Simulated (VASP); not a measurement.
# TiAl3 (P4/mmm) in VASP: a series of runs

TiAl3 is run at these levels: r2SCAN; tasks: single point.

All numbers are computed with VASP 6.6.1; they aren't measurements. Logs are shortened: lines on timing, memory, paths and dates and some standing lists are left out, and cuts for length are marked.

## 1. The cell of the first run

It takes space group P4/mmm (No. 123, tetragonal). The conventional cell has a = 3.837 Å, b = 3.837 Å, c = 4.074 Å, α = 90.00°, β = 90.00°, γ = 90.00°. Ti (site symmetry 4/mmm) has 12 Al at 2.71 to 2.80 Å within 3.6 Å. Al (site symmetry 4/mmm) has 4 Ti at 2.71 Å and 8 Al at 2.80 Å within 3.6 Å. Al (site symmetry mmm) has 8 Al at 2.71 to 2.80 Å and 4 Ti at 2.80 Å within 3.6 Å.

## 2. Single point, r2SCAN (strain -0.030 along x and y, +0.030 along z)

The input, POSCAR:

```
TiAl3
1.0
    3.8370011125      0.0000000000      0.0000000000
    0.0000000000      3.8370011125      0.0000000000
    0.0000000000      0.0000000000      4.0743413875
Ti Al
1 3
Direct
    0.0000000000      0.0000000000      0.0000000000
    0.5000000000      0.5000000000      0.0000000000
    0.5000000000      0.0000000000      0.5000000000
    0.0000000000      0.5000000000      0.5000000000
```

The input, INCAR.step1:

```
ALGO = Normal
EDIFF = 1E-4
ENCUT = 520
GGA = PE
ISMEAR = 0
LASPH = T
LCHARG = F
LREAL = F
LWAVE = T
NBANDS = 18
NELM = 60
PREC = Accurate
SIGMA = 0.15
```

The input, INCAR.step2:

```
ALGO = Normal
EDIFF = 1E-6
ENCUT = 520
ISIF = 2
ISMEAR = 0
ISTART = 1
LASPH = T
LCHARG = T
LELF = T
LMIXTAU = T
LREAL = F
LVHAR = T
LWAVE = F
METAGGA = R2SCAN
NBANDS = 18
NELM = 60
PREC = Accurate
SIGMA = 0.15
```

The input, KPOINTS:

```
k-points
0
Gamma
  12 12 12
```

Potentials or basis: VASP PAW PBE potentials, release 64 (Ti_sv, Al).

On the command line:

```
cat potpaw_PBE.64/Ti_sv/POTCAR potpaw_PBE.64/Al/POTCAR > POTCAR
cp INCAR.step1 INCAR
mpirun -np 1 vasp_std > vasp.out
cp INCAR.step2 INCAR
mpirun -np 1 vasp_std > vasp.out
```

OUTCAR:

```text
EDIFF = 1E-6
   ENCUT = 520
   ISIF = 2
   ISMEAR = 0
   ISTART = 1
   LASPH = T
   LREAL = F
   METAGGA = R2SCAN
   NELM = 60
   PREC = Accurate

 ion  position               nearest neighbor table
   1  0.000  0.000  0.000-   2 2.71   2 2.71   2 2.71   2 2.71   4 2.80   3 2.80   4 2.80   4 2.80
                             4 2.80   3 2.80   3 2.80   3 2.80
   2  0.500  0.500  0.000-   1 2.71   1 2.71   1 2.71   1 2.71   4 2.80   3 2.80   3 2.80   3 2.80
                             4 2.80   4 2.80   4 2.80   3 2.80
   3  0.500  0.000  0.500-   4 2.71   4 2.71   4 2.71   4 2.71   2 2.80   2 2.80   2 2.80   2 2.80
                             1 2.80   1 2.80   1 2.80   1 2.80
   4  0.000  0.500  0.500-   3 2.71   3 2.71   3 2.71   3 2.71   2 2.80   1 2.80   2 2.80   1 2.80
                             2 2.80   1 2.80   2 2.80   1 2.80

  LATTYP: Found a simple tetragonal cell.
 ALAT       =     3.8370011125
 C/A-ratio  =     1.0618556701

  Lattice vectors:

 A1 = (   3.8370011125,   0.0000000000,   0.0000000000)
 A2 = (   0.0000000000,   3.8370011125,   0.0000000000)
 A3 = (   0.0000000000,   0.0000000000,   4.0743413875)

Analysis of symmetry for initial positions (statically):
=====================================================================
 Subroutine PRICEL returns:
 Original cell was already a primitive cell.

 Routine SETGRP: Setting up the symmetry group for a
 simple tetragonal supercell.

 Subroutine GETGRP returns: Found 16 space group operations
 (whereof 16 operations were pure point group operations)
 out of a pool of 16 trial point group operations.

The static configuration has the point symmetry D_4h.

Analysis of symmetry for dynamics (positions and initial velocities):
=====================================================================
 Subroutine PRICEL returns:
 Original cell was already a primitive cell.

 Routine SETGRP: Setting up the symmetry group for a
 simple tetragonal supercell.

 Subroutine GETGRP returns: Found 16 space group operations
 (whereof 16 operations were pure point group operations)
 out of a pool of 16 trial point group operations.

The dynamic configuration has the point symmetry D_4h.

 Subroutine INISYM returns: Found 16 space group operations
 (whereof 16 operations are pure point group operations),
 and found     1 'primitive' translations

[... 99 lines left out ...]
   LREAL  =      F    real-space projection
   EDIFFG = 0.1E-04   stopping-criterion for IOM
   NSW    =      0    number of steps for IOM
   IBRION =     -1    ionic relax: 0-MD 1-quasi-New 2-CG
   NFREE  =      0    steps in history (QN), initial steepest desc. (CG)
   ISIF   =      2    stress and relaxation
   ISYM   =      2    0-nonsym 1-usesym 2-fastsym
   POTIM  = 0.5000    time-step for ionic-motion
   TEBEG  =    0.0;   TEEND  =   0.0 temperature during run
   PSTRESS=    0.0 pullay stress
   NELECT =      21.0000    total number of electrons
   NUPDOWN=      -1.0000    fix difference up-down
   EMIN   =  10.00;   EMAX   =-10.00  energy-range for DOS
   EFERMI =   0.00;   METHOD = LEGACY
   ISMEAR =     0;   SIGMA  =   0.15  broadening in eV -4-tet -1-fermi 0-gaus
   EFERMI_NEDOS =   21; number of points for ismear=-14 and -15
   IALGO  =     38    algorithm
   IMIX   =      4    mixing-type and parameters
     AMIX     =   0.40;   BMIX     =  1.00
     AMIX_MAG =   1.60;   BMIX_MAG =  1.00
  volume/ion in A,a.u.               =      15.00       101.20
  Fermi-wavevector in a.u.,A,eV,Ry     =   1.153810  2.180384 18.113120  1.331277
  Thomas-Fermi vector in A             =   2.290451
   LORBIT       =      0    0 simple, 1 ext, 2 COOP (PROOUT), +10 PAW based schemes
   METAGGA = R2SCAN    functional components
   LHFCALC =     F    Hartree Fock is set to
   AEXX    =    0.0000 exact exchange contribution
   IVDW    =     0    specifies the selected vdW correction
   LEPSILON=     F    determine dielectric tensor
   LRPA    =     F    only Hartree local field effects (RPA)
 non-spin polarized calculation
 Gauss-broadening in eV      SIGMA  =   0.15
  energy-cutoff  :      520.00
  volume of cell :       59.98
 maximum number of plane-waves:      1648
 NGX is ok and might be reduce to    30
   NGX = 15   NGY = 15   NGZ = 15

 number of electron      21.0000008 magnetization

 Free energy of the ion-electron system (eV)
  ---------------------------------------------------
  ext. energy  EPLUGINS =         0.00000000
  ---------------------------------------------------
  free energy    TOTEN  =       -34.74017058 eV

  energy without entropy =      -34.71572861  energy(sigma->0) =      -34.72794959

 E-fermi :   9.4728     XC(G=0): -11.7264

 val. band max:        9.4717562333   @ k =   0.1667   0.0000   0.0833
 cond. band min:       9.4735906119   @ k =   0.2500   0.2500   0.3333
 fundamental gap:      0.0018343786
 Fermi energy:         9.4727707536

 k-point     1 :       0.0000    0.0000    0.0000
  band No.  band energies     occupation
      1     -49.7662      2.00000
      2     -25.0794      2.00000
      3     -25.0211      2.00000
      4     -25.0211      2.00000
      5      -2.1785      2.00000
      6       5.8977      2.00000
[... 481 lines left out ...]
      5       0.6730      2.00000
      6       2.6021      2.00000
[... 10 lines left out ...]
     17      13.7645      0.00000
     18      15.3971      0.00000

 [... further k-points ...]

------------------------ aborting loop because EDIFF is reached ----------------------------------------

  FORCE on cell =-STRESS in cart. coord.  units (eV):
  Direction    XX          YY          ZZ          XY          YZ          ZX
  --------------------------------------------------------------------------------------
  -------------------------------------------------------------------------------------
  Total        2.6035115      2.6035115     -0.5912898      0.0000000      0.0000000     -0.0000000
  in kB       69.5390603     69.5390603    -15.7931832      0.0000000      0.0000000     -0.0000000
  external PRESSURE =      41.0949792 kB  Pullay stress =       0.0000000 kB

 VOLUME and BASIS-vectors are now :
 -----------------------------------------------------------------------------
  energy-cutoff  :      520.00
  volume of cell :       59.98
      direct lattice vectors                 reciprocal lattice vectors
     3.837001112  0.000000000  0.000000000     0.260620201  0.000000000  0.000000000
     0.000000000  3.837001112  0.000000000     0.000000000  0.260620201  0.000000000
     0.000000000  0.000000000  4.074341387     0.000000000  0.000000000  0.245438441

 POSITION                                       TOTAL-FORCE (eV/Angst)
 -----------------------------------------------------------------------------------
      0.00000      0.00000      0.00000         0.000000      0.000000      0.000000
      1.91850      1.91850      0.00000         0.000000      0.000000      0.000000
      1.91850      0.00000      2.03717         0.000000      0.000000      0.000000
      0.00000      1.91850      2.03717         0.000000      0.000000      0.000000
 -----------------------------------------------------------------------------------
    total drift:                                0.000000     -0.000000      0.000000

  FREE ENERGIE OF THE ION-ELECTRON SYSTEM (eV)
  ---------------------------------------------------
  free  energy   TOTEN  =       -34.7401705776 eV

  energy  without entropy=      -34.7157286123  energy(sigma->0) =      -34.72794959
```

OUTCAR.step1:

```text
EDIFF = 1E-4
   ENCUT = 520
   GGA = PE
   ISMEAR = 0
[... 738 lines left out ...]
      0.00000      0.00000      0.00000         0.000000      0.000000      0.000000
      1.91850      1.91850      0.00000         0.000000      0.000000      0.000000
      1.91850      0.00000      2.03717         0.000000      0.000000      0.000000
      0.00000      1.91850      2.03717         0.000000      0.000000      0.000000
 -----------------------------------------------------------------------------------
    total drift:                                0.000000     -0.000000      0.000000

  FREE ENERGIE OF THE ION-ELECTRON SYSTEM (eV)
  ---------------------------------------------------
  free  energy   TOTEN  =       -20.4458575073 eV

  energy  without entropy=      -20.4202458817  energy(sigma->0) =      -20.43305169
```

OSZICAR.step1:

```text
N       E                     dE             d eps       ncg     rms          rms(c)
DAV:   1     0.122606403996E+03    0.12261E+03   -0.93003E+03  7064   0.109E+03
DAV:   2    -0.135913798107E+02   -0.13620E+03   -0.13257E+03  7172   0.288E+02
DAV:   3    -0.221834919637E+02   -0.85921E+01   -0.84323E+01 11044   0.660E+01
DAV:   4    -0.224158889754E+02   -0.23240E+00   -0.23172E+00  8668   0.101E+01
DAV:   5    -0.224237760408E+02   -0.78871E-02   -0.78847E-02 10454   0.186E+00    0.115E+01
DAV:   6    -0.213579315520E+02    0.10658E+01   -0.23520E+01  9842   0.352E+01    0.758E+00
DAV:   7    -0.205302734638E+02    0.82766E+00   -0.10099E+01  8926   0.216E+01    0.349E+00
DAV:   8    -0.205057496314E+02    0.24524E-01   -0.14012E+00  9244   0.865E+00    0.190E+00
DAV:   9    -0.204457906405E+02    0.59959E-01   -0.42443E-01  9122   0.473E+00    0.253E-01
DAV:  10    -0.204479097713E+02   -0.21191E-02   -0.11737E-02  9010   0.705E-01    0.333E-01
DAV:  11    -0.204459169021E+02    0.19929E-02   -0.70811E-03  9742   0.558E-01    0.822E-02
DAV:  12    -0.204458575073E+02    0.59395E-04   -0.57853E-04  9274   0.159E-01
   1 F= -.20445858E+02 E0= -.20433052E+02  d E =-.256116E-01
```

It took 17 min on 1 thread of Intel Xeon 8259CL, shared host; peak memory 0.32 GiB.

Results:

```
Free energy            : -34.7402 eV
Pressure               : 4.1 GPa
Band gap on the k mesh : zero (an odd number of electrons rules out a gap without spin polarisation)
```

Caveat: the cell differs from its parent crystal (strain -0.030 along x and y, +0.030 along z); the stress differs along the axes, from -2 to 7 GPa; the PAW data sets were made with another functional, which shifts forces and pressure a little.

[end of part 1 of 2]
